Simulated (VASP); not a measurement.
# Ti (I4/mmm) in VASP: a series of runs, part 2 of 2

VASP 6.6.1. The steps go on from the part before.

### 5 Single point, PBEsol (strain +0.0500 x Voigt [1, 0, 0, 0, 0, 0])

File INCAR:

```
SYSTEM = Ti
ALGO     = Fast           ! electronic algorithm
EDIFF    = 1E-6           ! SCF threshold, eV
ENCUT    = 520            ! plane-wave cutoff, eV
GGA      = PS             ! functional
ISIF     = 2              ! what is computed and relaxed
ISMEAR   = 0              ! smearing method
LASPH    = .True.         ! aspherical terms in the spheres
LCHARG   = .True.         ! write CHGCAR
LELF     = .True.         ! ELF
LREAL    = .False.        ! projectors in reciprocal space
LVHAR    = .True.       
LWAVE    = .False.        ! write WAVECAR
NBANDS   = 12             ! bands
NELM     = 80             ! most SCF steps
PREC     = Accurate       ! precision mode
SIGMA    = 0.15           ! smearing width, eV
```

File KPOINTS:

```
k-points
0
Gamma
  26 26 26
  0 0 0
```

File POSCAR:

```
Ti
1.0
   -1.6853718660      1.6051160629      1.6051160629
    1.6853718660     -1.6051160629      1.6051160629
    1.6853718660      1.6051160629     -1.6051160629
Ti
1
Direct
    0.0000000000      0.0000000000      0.0000000000
```

Potentials or basis: VASP PAW PBE potentials, release 64 (Ti_sv).

Launch:

```sh
$ cat potpaw_PBE.64/Ti_sv/POTCAR > POTCAR
$ mpirun -np 1 vasp_std > vasp.out
```

OUTCAR:

```text
SYSTEM = Ti
   EDIFF = 1E-6
   ENCUT = 520
   GGA = PS
   ISIF = 2
   ISMEAR = 0
   LASPH = .True.
   LREAL = .False.
   NELM = 80
   PREC = Accurate

 ion  position               nearest neighbor table
   1  0.000  0.000  0.000-

  LATTYP: Found a body centered tetragonal cell.
 ALAT       =     3.2102321258
 C/A-ratio  =     1.0500000000

  Lattice vectors:

 A1 = (  -1.6853718660,   1.6051160629,  -1.6051160629)
[... 539 lines left out ...]
      9      11.0356      0.00000
     10      11.5626      0.00000
     11      18.9858      0.00000
     12      21.8459      0.00000

 [... further k-points ...]

------------------------ aborting loop because EDIFF is reached ----------------------------------------

  FORCE on cell =-STRESS in cart. coord.  units (eV):
  Direction    XX          YY          ZZ          XY          YZ          ZX
  --------------------------------------------------------------------------------------
  -------------------------------------------------------------------------------------
  Total       -0.4955041     -0.6020511     -0.6020511     -0.0000000      0.0000000      0.0000000
  in kB      -45.7076835    -55.5360941    -55.5360941     -0.0000000      0.0000000      0.0000000
  external PRESSURE =     -52.2599572 kB  Pullay stress =       0.0000000 kB

 VOLUME and BASIS-vectors are now :
 -----------------------------------------------------------------------------
  energy-cutoff  :      520.00
  volume of cell :       17.37
      direct lattice vectors                 reciprocal lattice vectors
    -1.685371866  1.605116063  1.605116063     0.000000000  0.311503954  0.311503954
     1.685371866 -1.605116063  1.605116063     0.296670432  0.000000000  0.311503954
     1.685371866  1.605116063 -1.605116063     0.296670432  0.311503954  0.000000000

 POSITION                                       TOTAL-FORCE (eV/Angst)
 -----------------------------------------------------------------------------------
      0.00000      0.00000      0.00000        -0.000000      0.000000      0.000000
 -----------------------------------------------------------------------------------
    total drift:                                0.000000      0.000000      0.000000

  FREE ENERGIE OF THE ION-ELECTRON SYSTEM (eV)
  ---------------------------------------------------
  free  energy   TOTEN  =        -8.2352635404 eV

  energy  without entropy=       -8.2088574213  energy(sigma->0) =       -8.22206048
```

stdout:

```text
POSCAR found type information on POSCAR Ti
 POSCAR found :  1 types and       1 ions
 scaLAPACK will be used
 -----------------------------------------------------------------------------
|                                                                             |
|                                                                             |
|     You enforced a specific xc type in the INCAR file but a different       |
[... 28 lines left out ...]
WARNING in EDDRMM: call to ZHEGV failed, returncode =   6  3      9
WARNING in EDDRMM: call to ZHEGV failed, returncode =   6  3      7
WARNING in EDDRMM: call to ZHEGV failed, returncode =   8  4      5
WARNING in EDDRMM: call to ZHEGV failed, returncode =   6  3      7
WARNING in EDDRMM: call to ZHEGV failed, returncode =   8  4      5
WARNING in EDDRMM: call to ZHEGV failed, returncode =   6  3      9
WARNING in EDDRMM: call to ZHEGV failed, returncode =   6  3      5
```

Run time: 2.9 min. Hardware: 1 thread of Intel Xeon 6975P-C (Granite Rapids), shared host; peak memory 0.37 GiB.

Results:

| Property | Result |
| --- | --- |
| Free energy | -8.2353 eV |
| Pressure | -5.2 GPa |
| Band gap on the k mesh | zero (bands 6 and 7 overlap by 1.61 eV) |

Stress tensor (GPa, compression positive):
```
-4.57  0.00  0.00
 0.00 -5.55  0.00
 0.00  0.00 -5.55
```

Levels at points of the mesh, in eV from the Fermi level:
| k point | band 3 | band 4 | band 5 | band 6 | band 7 | band 8 | band 9 | band 10 |
| --- | --- | --- | --- | --- | --- | --- | --- | --- |
| (0.00, 0.00, 0.00) | -32.26 | -32.26 | -5.96 | 0.88 | 0.88 | 1.21 | 2.53 | 2.92 |
| (0.50, 0.00, 0.00) | -32.49 | -32.28 | -2.47 | -0.68 | 1.37 | 2.98 | 3.20 | 4.31 |
| (0.00, 0.50, 0.00) | -32.46 | -32.26 | -2.47 | -0.27 | 1.04 | 2.52 | 3.11 | 4.25 |
| (0.50, 0.50, 0.50) | -32.70 | -32.70 | -2.18 | -2.04 | 3.87 | 3.96 | 3.96 | 7.45 |

Caveat: the cell differs from its parent crystal (strain +0.0500 x Voigt [1, 0, 0, 0, 0, 0]); the cell stands under tension; the PAW data sets were made with another functional, which shifts forces and pressure a little.

### 6 Overview

| cell | further INCAR settings | gap on the mesh (eV) | pressure (GPa) |
| --- | --- | --- | --- |
| a = 2.735 Å, angles 112.2, 108.1, 108.1°, 1 atom | ALGO = Fast; EDIFF = 1e-07; NBANDS = 12 | none | 6.0 |
| a = 2.757 Å, angles 110.8, 108.8, 108.8°, 1 atom | ALGO = Fast; EDIFF = 1e-07; NBANDS = 12 | none | 2.7 |
| a = 2.804 Å, angles 108.1, 110.1, 110.1°, 1 atom | ALGO = Fast; EDIFF = 1e-07; NBANDS = 12 | none | -2.9 |
| a = 2.827 Å, angles 106.8, 110.8, 110.8°, 1 atom | ALGO = Fast; EDIFF = 1e-06; NBANDS = 12 | none | -5.2 |

Alike in all rows: task single point; level PBEsol; potentials or basis VASP PAW PBE potentials, release 64 (Ti_sv); no spin polarisation; k mesh 26 × 26 × 26; cutoff (eV) 520; smearing gaussian 0.15 eV.

Caveats: the PAW data sets were made with another functional, which shifts forces and pressure a little; the cell stands under pressure (at least some runs); the cell stands under tension (at least some runs).

Total energies depend on the potentials used, so only differences within one code and one set of settings carry meaning.
